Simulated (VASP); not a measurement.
# HfC (I-4m2) in VASP: relaxation of cell and atoms with PBE

Aim: the relaxation of cell and atoms of HfC with PBE.

Everything below comes from runs of VASP 6.6.1. Logs are shortened: lines on timing, memory, paths and dates and some standing lists are left out, and cuts for length are marked.

**1. The cell of the first run**

It takes space group I-4m2 (No. 119, tetragonal). Conventional cell: a = 4.020 Å, b = 4.020 Å, c = 3.574 Å, α = 90.00°, β = 90.00°, γ = 90.00°. Hf (site symmetry -4m2) has 4 C at 2.20 Å within 2.9 Å. Within 2.9 Å of C (site symmetry -4m2) lie 4 Hf at 2.20 Å.

The cell was built from a structure type or drawn by symmetry, and may not be a known phase.

**2. Relaxation of cell and atoms, PBE**

INCAR

```
PREC = Accurate ; ENCUT = 600
EDIFF = 1E-6 ; ISMEAR = 0
SIGMA = 0.01 ; LREAL = False
LASPH = True ; NELM = 60
ALGO = Normal ; ISIF = 3
LWAVE = False ; LCHARG = False
GGA = PE ; IBRION = 2
NSW = 100 ; EDIFFG = -0.01
```

KPOINTS

```
Automatic mesh
0
Gamma
  14 14 14
```

POSCAR

```
HfC
1.0
   -2.0099525752      2.0099525752      1.7867811792
    2.0099525752     -2.0099525752      1.7867811792
    2.0099525752      2.0099525752     -1.7867811792
Hf C
1 1
Direct
    0.2500000000      0.7500000000      0.5000000000
    0.0000000000      0.0000000000      0.0000000000
```

Potentials or basis: VASP PAW PBE potentials, release 64 (Hf_pv, C).

Command:

```sh
$ cat potpaw_PBE.64/Hf_pv/POTCAR potpaw_PBE.64/C/POTCAR > POTCAR
$ mpirun -np 1 vasp_std > vasp.out
```

OUTCAR:

```text
PREC = Accurate
   ENCUT = 600
   EDIFF = 1E-6
   ISMEAR = 0
   LREAL = False
   LASPH = True
   NELM = 60
   ISIF = 3
   GGA = PE
   IBRION = 2
   NSW = 100
   EDIFFG = -0.01

 ion  position               nearest neighbor table
   1  0.250  0.750  0.500-   2 2.20   2 2.20   2 2.20   2 2.20
   2  0.000  0.000  0.000-   1 2.20   1 2.20   1 2.20   1 2.20

  LATTYP: Found a body centered tetragonal cell.
 ALAT       =     4.0199051504
 C/A-ratio  =     0.8889668350

  Lattice vectors:

 A1 = (  -2.0099525752,   2.0099525752,   1.7867811792)
 A2 = (   2.0099525752,  -2.0099525752,   1.7867811792)
 A3 = (   2.0099525752,   2.0099525752,  -1.7867811792)

Analysis of symmetry for initial positions (statically):
=====================================================================
 Subroutine PRICEL returns:
 Original cell was already a primitive cell.

 Routine SETGRP: Setting up the symmetry group for a
 body centered tetragonal supercell.

 Subroutine GETGRP returns: Found  8 space group operations
 (whereof  8 operations were pure point group operations)
 out of a pool of 16 trial point group operations.

The static configuration has the point symmetry D_2d.

Analysis of symmetry for dynamics (positions and initial velocities):
=====================================================================
 Subroutine PRICEL returns:
 Original cell was already a primitive cell.

 Routine SETGRP: Setting up the symmetry group for a
 body centered tetragonal supercell.

 Subroutine GETGRP returns: Found  8 space group operations
 (whereof  8 operations were pure point group operations)
 out of a pool of 16 trial point group operations.

The dynamic configuration has the point symmetry D_2d.

 Subroutine INISYM returns: Found  8 space group operations
 (whereof  8 operations are pure point group operations),
 and found     1 'primitive' translations

----------------------------------------------------------------------------------------

                                     Primitive cell

  volume of cell :      28.8737

  direct lattice vectors                    reciprocal lattice vectors
    -2.009952575  2.009952575  1.786781179     0.000000000  0.248762088  0.279832811
     2.009952575 -2.009952575  1.786781179     0.248762088  0.000000000  0.279832811
     2.009952575  2.009952575 -1.786781179     0.248762088  0.248762088  0.000000000

  length of vectors
     3.357440348  3.357440348  3.357440348     0.374418187  0.374418187  0.351802719

  position of ions in fractional coordinates (direct lattice)
     0.250000000  0.750000000  0.500000000
     0.000000000  0.000000000  0.000000000

  ion indices of the primitive-cell ions
   primitive index   ion index
                 1           1
                 2           2

----------------------------------------------------------------------------------------

 KPOINTS: Automatic mesh

Automatic generation of k-mesh.
 Grid dimensions read from file:
 generate k-points for:   14   14   14

 Generating k-lattice:

  Cartesian coordinates                     Fractional coordinates (reciprocal lattice)
     0.000000000  0.017768721  0.019988058     0.071428571  0.000000000  0.000000000
     0.017768721  0.000000000  0.019988058     0.000000000  0.071428571  0.000000000
     0.017768721  0.017768721  0.000000000     0.000000000  0.000000000  0.071428571

  Length of vectors
     0.026744156  0.026744156  0.025128766

  Shift w.r.t. Gamma in fractional coordinates (k-lattice)
     0.000000000  0.000000000  0.000000000

 Subroutine IBZKPT returns following result:
 ===========================================

 Found    244 irreducible k-points:

 Following reciprocal coordinates:
            Coordinates               Weight
  0.000000  0.000000  0.000000      1.000000
  0.071429  0.000000  0.000000      8.000000
  0.142857  0.000000 -0.000000      8.000000
  0.214286  0.000000 -0.000000      8.000000
  0.285714  0.000000  0.000000      8.000000
  0.357143 -0.000000  0.000000      8.000000
[... 16 lines left out ...]
  0.214286  0.142857 -0.000000     16.000000
  0.285714  0.142857  0.000000     16.000000
 [... further k-points ...]
   k-points           NKPTS =    244   k-points in BZ     NKDIM =    244   number of bands    NBANDS=     11
   number of dos      NEDOS =    301   number of ions     NIONS =      2
   total plane-waves  NPLWV =  21952
   dimension x,y,z NGX =    28 NGY =   28 NGZ =   28
   dimension x,y,z NGXF=    56 NGYF=   56 NGZF=   56
   ions per type =               1   1
   NGX,Y,Z   is equivalent  to a cutoff of  13.86, 13.86, 13.86 a.u.
   NGXF,Y,Z  is equivalent  to a cutoff of  27.73, 27.73, 27.73 a.u.
 SYSTEM =  unknown system
   PREC   = accura    normal or accurate (medium, high low for compatibility)
   ISTART =      0    job   : 0-new  1-cont  2-samecut
   ICHARG =      2    charge: 1-file 2-atom 10-const
   ISPIN  =      1    spin polarized calculation?
   LNONCOLLINEAR =      F non collinear calculations
   LSORBIT =      F    spin-orbit coupling
   LASPH  =      T    aspherical Exc in radial PAW
   ENCUT  =  600.0 eV  44.10 Ry    6.64 a.u.   6.71  6.71  6.71*2*pi/ulx,y,z
   NELM   =     60;   NELMIN=  2; NELMDL= -5     # of ELM steps
   EDIFF  = 0.1E-05   stopping-criterion for ELM
   LREAL  =      F    real-space projection
   EDIFFG = -.1E-01   stopping-criterion for IOM
   NSW    =    100    number of steps for IOM
   IBRION =      2    ionic relax: 0-MD 1-quasi-New 2-CG
   NFREE  =      1    steps in history (QN), initial steepest desc. (CG)
   ISIF   =      3    stress and relaxation
   ISYM   =      2    0-nonsym 1-usesym 2-fastsym
   POTIM  = 0.5000    time-step for ionic-motion
   TEBEG  =    0.0;   TEEND  =   0.0 temperature during run
   PSTRESS=    0.0 pullay stress
   NELECT =      14.0000    total number of electrons
   NUPDOWN=      -1.0000    fix difference up-down
   EMIN   =  10.00;   EMAX   =-10.00  energy-range for DOS
   EFERMI =   0.00;   METHOD = LEGACY
   ISMEAR =     0;   SIGMA  =   0.01  broadening in eV -4-tet -1-fermi 0-gaus
   EFERMI_NEDOS =   21; number of points for ismear=-14 and -15
   IALGO  =     38    algorithm
   IMIX   =      4    mixing-type and parameters
     AMIX     =   0.40;   BMIX     =  1.00
     AMIX_MAG =   1.60;   BMIX_MAG =  1.00
  volume/ion in A,a.u.               =      14.44        97.42
  Fermi-wavevector in a.u.,A,eV,Ry     =   1.286125  2.430424 22.505635  1.654118
  Thomas-Fermi vector in A             =   2.418218
   LORBIT       =      0    0 simple, 1 ext, 2 COOP (PROOUT), +10 PAW based schemes
   GGA     = PE    functional components
   LHFCALC =     F    Hartree Fock is set to
   AEXX    =    0.0000 exact exchange contribution
   IVDW    =     0    specifies the selected vdW correction
   LEPSILON=     F    determine dielectric tensor
   LRPA    =     F    only Hartree local field effects (RPA)
 conjugate gradient relaxation of ions
 non-spin polarized calculation
 Gauss-broadening in eV      SIGMA  =   0.01
  energy-cutoff  :      600.00
  volume of cell :       28.87
 maximum number of plane-waves:       980
   NGX = 13   NGY = 13   NGZ = 13

--------------------------------------- Ionic step        1  -------------------------------------------

 number of electron      13.9999999 magnetization

 Free energy of the ion-electron system (eV)
  ---------------------------------------------------
  ext. energy  EPLUGINS =         0.00000000
  ---------------------------------------------------
  free energy    TOTEN  =       -19.78253634 eV

  energy without entropy =      -19.78253634  energy(sigma->0) =      -19.78253634

------------------------ aborting loop because EDIFF is reached ----------------------------------------

  FORCE on cell =-STRESS in cart. coord.  units (eV):
  Direction    XX          YY          ZZ          XY          YZ          ZX
  --------------------------------------------------------------------------------------
  -------------------------------------------------------------------------------------
  Total       -0.1162874     -0.1162874     -0.1240772      0.0000000      0.0000000      0.0000000
  in kB       -6.4526810     -6.4526810     -6.8849301      0.0000000      0.0000000      0.0000000
  external PRESSURE =      -6.5967640 kB  Pullay stress =       0.0000000 kB

 VOLUME and BASIS-vectors are now :
 -----------------------------------------------------------------------------
  energy-cutoff  :      600.00
  volume of cell :       28.87
      direct lattice vectors                 reciprocal lattice vectors
    -2.009952575  2.009952575  1.786781179     0.000000000  0.248762088  0.279832811
     2.009952575 -2.009952575  1.786781179     0.248762088  0.000000000  0.279832811
     2.009952575  2.009952575 -1.786781179     0.248762088  0.248762088  0.000000000
[... 109 lines left out ...]
 POSITION                                       TOTAL-FORCE (eV/Angst)
 -----------------------------------------------------------------------------------
      2.00818      0.00000      0.89103        -0.000000     -0.000000     -0.000000
      2.00818     -2.00818      1.78207         0.000000      0.000000      0.000000
 -----------------------------------------------------------------------------------
    total drift:                               -0.000000      0.000000      0.000000

  FREE ENERGIE OF THE ION-ELECTRON SYSTEM (eV)
  ---------------------------------------------------
  free  energy   TOTEN  =       -19.7828375740 eV

  energy  without entropy=      -19.7828375662  energy(sigma->0) =      -19.78283757

--------------------------------------- Ionic step        5  -------------------------------------------

 number of electron      13.9999999 magnetization

 Free energy of the ion-electron system (eV)
  ---------------------------------------------------
  ext. energy  EPLUGINS =         0.00000000
  ---------------------------------------------------
  free energy    TOTEN  =       -19.78296836 eV

  energy without entropy =      -19.78296811  energy(sigma->0) =      -19.78296823

 E-fermi :   5.4278     XC(G=0): -11.4881

 val. band max:        5.4072883533   @ k =  -0.2857   0.2857   0.0000
 cond. band min:       5.4482556588   @ k =  -0.2857   0.2857   0.0000
 fundamental gap:      0.0409673055
 Fermi energy:         5.4277720014

 k-point     1 :       0.0000    0.0000    0.0000
  band No.  band energies     occupation
      1     -25.1485      2.00000
      2     -24.9806      2.00000
      3     -24.9806      2.00000
      4      -6.6358      2.00000
      5       3.2025      2.00000
      6       3.2025      2.00000
      7       3.9467      2.00000
      8       5.5268      0.00000
      9       6.4451      0.00000
     10      11.0254      0.00000
     11      11.0255      0.00000

 k-point     2 :       0.0714    0.0000    0.0000
  band No.  band energies     occupation
      1     -25.1624      2.00000
      2     -24.9905      2.00000
      3     -24.9878      2.00000
      4      -6.5281      2.00000
      5       3.0229      2.00000
      6       3.1335      2.00000
      7       3.8764      2.00000
      8       5.6127      0.00000
      9       6.5833      0.00000
     10      10.8006      0.00000
     11      11.1740      0.00000
[... 295 lines left out ...]
 k-point    24 :       0.2857    0.1429    0.0000
  band No.  band energies     occupation
      1     -25.4555      2.00000
      2     -25.1144      2.00000
      3     -25.0756      2.00000
      4      -4.6528      2.00000
      5       0.8648      2.00000
      6       1.9814      2.00000
      7       3.9116      2.00000
      8       7.6850      0.00000
      9       9.3100      0.00000
     10       9.9014      0.00000
     11      11.2163      0.00000

 [... further k-points ...]

------------------------ aborting loop because EDIFF is reached ----------------------------------------

  FORCE on cell =-STRESS in cart. coord.  units (eV):
  Direction    XX          YY          ZZ          XY          YZ          ZX
  --------------------------------------------------------------------------------------
  -------------------------------------------------------------------------------------
  Total        0.0028320      0.0028320     -0.0176447      0.0000000      0.0000000      0.0000000
  in kB        0.1581519      0.1581519     -0.9853466      0.0000000      0.0000000      0.0000000
  external PRESSURE =      -0.2230143 kB  Pullay stress =       0.0000000 kB

 VOLUME and BASIS-vectors are now :
 -----------------------------------------------------------------------------
  energy-cutoff  :      600.00
  volume of cell :       28.69
      direct lattice vectors                 reciprocal lattice vectors
    -2.010242737  2.010242737  1.774917766     0.000000000  0.248726182  0.281703192
     2.010242737 -2.010242737  1.774917766     0.248726182  0.000000000  0.281703192
     2.010242737  2.010242737 -1.774917766     0.248726182  0.248726182  0.000000000

 POSITION                                       TOTAL-FORCE (eV/Angst)
 -----------------------------------------------------------------------------------
      2.01024     -0.00000      0.88746         0.000000     -0.000000      0.000000
     -0.00000      0.00000      0.00000        -0.000000      0.000000     -0.000000
 -----------------------------------------------------------------------------------
    total drift:                               -0.000000      0.000000     -0.000000

  FREE ENERGIE OF THE ION-ELECTRON SYSTEM (eV)
  ---------------------------------------------------
  free  energy   TOTEN  =       -19.7829683563 eV

  energy  without entropy=      -19.7829681086  energy(sigma->0) =      -19.78296823

 reached required accuracy - stopping structural energy minimisation
```

Wall time 7.3 min (1 thread of AMD EPYC 7R43 (Zen 3), shared host); peak memory 0.22 GiB.

Results:

| Quantity | Value |
| --- | --- |
| Free energy | -19.7830 eV |
| Relaxed volume | 14.35 Å³/atom |
| Relaxed cell | a = 3.351 Å, b = 3.351 Å, c = 3.351 Å, α = 106.29°, β = 106.29°, γ = 116.04° |
| Space group after relaxing (to 0.1 Å) | I-4m2 (No. 119) |
| Energy gained by relaxing | 0.2 meV/atom |
| Ionic steps | 5 |
| Pressure after relaxing | 0.0 GPa |
| Band gap on the k mesh | 0.04 eV |

The path:
| step | energy change (eV) | largest force (eV/Å) | pressure (GPa) | volume (Å³) |
| --- | --- | --- | --- | --- |
| 1 | 0.0000 | 0.0000 | -0.66 | 28.87 |
| 2 | 0.0002 | 0.0000 | 0.93 | 28.63 |
| 3 | -0.0002 | 0.0000 | 0.01 | 28.77 |
| 4 | -0.0003 | 0.0000 | 0.01 | 28.75 |
| 5 | -0.0004 | 0.0000 | -0.02 | 28.69 |

Final structure:
```cif
data_structure
_symmetry_space_group_name_H-M 'P 1'
_symmetry_Int_Tables_number 1
_cell_length_a 3.3515
_cell_length_b 3.3515
_cell_length_c 3.3515
_cell_angle_alpha 106.288
_cell_angle_beta 106.288
_cell_angle_gamma 116.044
_cell_volume 28.69
loop_
_atom_site_label
_atom_site_type_symbol
_atom_site_fract_x
_atom_site_fract_y
_atom_site_fract_z
_atom_site_occupancy
Hf1 Hf 0.25000 0.75000 0.50000 1
C1 C 0.00000 0.00000 0.00000 1
```

Caveat: spin-orbit coupling is left out, which moves the levels of the heavy elements.
